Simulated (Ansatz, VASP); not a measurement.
**NaI in VASP and in Ansatz**

The input POSCAR:

```
NaI
1.0
    0.0000000000      3.2364000000      3.2364000000
    3.2364000000      0.0000000000      3.2364000000
    3.2364000000      3.2364000000      0.0000000000
Na I
1 1
Direct
    0.0000000000      0.0000000000      0.0000000000
    0.5675905327      0.4324094673      0.5675905327
```

The input INCAR.step1:

```
PREC = Accurate
ENCUT = 520
ISMEAR = 0
SIGMA = 0.05
LREAL = F
LASPH = T
NELM = 80
NBANDS = 14
GGA = PE
ALGO = Normal
EDIFF = 1E-4
LWAVE = T
LCHARG = F
```

The input INCAR.step2:

```
PREC = Accurate
ENCUT = 520
EDIFF = 1E-6
ISMEAR = 0
SIGMA = 0.05
LREAL = F
LASPH = T
NELM = 80
ALGO = Normal
ISIF = 2
LWAVE = F
LCHARG = F
METAGGA = R2SCAN
LMIXTAU = T
NBANDS = 14
ISTART = 1
```

The input KPOINTS:

```
Automatic mesh
0
Gamma
  6 6 6
```

Input for Ansatz:

```yaml
crystal:
  lattice:
    - [0.0, 3.2364, 3.2364]
    - [3.2364, 0.0, 3.2364]
    - [3.2364, 3.2364, 0.0]
  atoms:
    - { symbol: Na, position: [0.0, 0.0, 0.0] }
    - { symbol: I, position: [0.5675905327, 0.4324094673, 0.5675905327] }
basis:
  ecutwfc: 500
kpoints:
  mp_grid: { grid: [6, 6, 6] }
hamiltonian:
  xc: r2scan
scf:
  occupations: { method: gaussian, width: 0.05 }
output:
  forces: true
  stress: true
  eigenvalues: true
```

Change from the starting cell: all I atoms moved +0.438 Å, as atom 2 along Cartesian [0 1 0].

Alike in both runs: task single point; functional r2SCAN; k mesh 6 × 6 × 6; occupations gaussian, width 0.05 eV; no spin polarisation.

```csv
,VASP,Ansatz
version,VASP 6.6.1,Ansatz 0.2.0
potentials or method,"VASP PAW PBE potentials, release 64 (Na_pv, I), cutoff 520 eV","scalar-relativistic, plane waves, PAW"
valence electrons in the cell,14,26
```

```csv
,VASP,Ansatz,Ansatz less VASP
gap on the k mesh at the Fermi level (eV),4.45,4.45,-0.006
least direct gap on the mesh (eV),4.45,4.45,-0.006
pressure (GPa),1.0,1.1,+0.09
"traceless stress, the component that is largest in VASP (GPa)",2.77,2.76,-0.011
rms of the force components (eV/Å),0.423,0.422,-0.0011
```

VASP's potentials were made for PBE, not for r2SCAN. Atom by atom the forces differ by 0.001 eV/Å (rms over components). With one functional, cell and mesh, what is left measures potentials, basis and numerics. VASP's potentials hold 14 valence electrons a cell and Ansatz's 26, so a difference there can come from the potentials and not from the codes.

Neither program's run includes spin-orbit coupling.
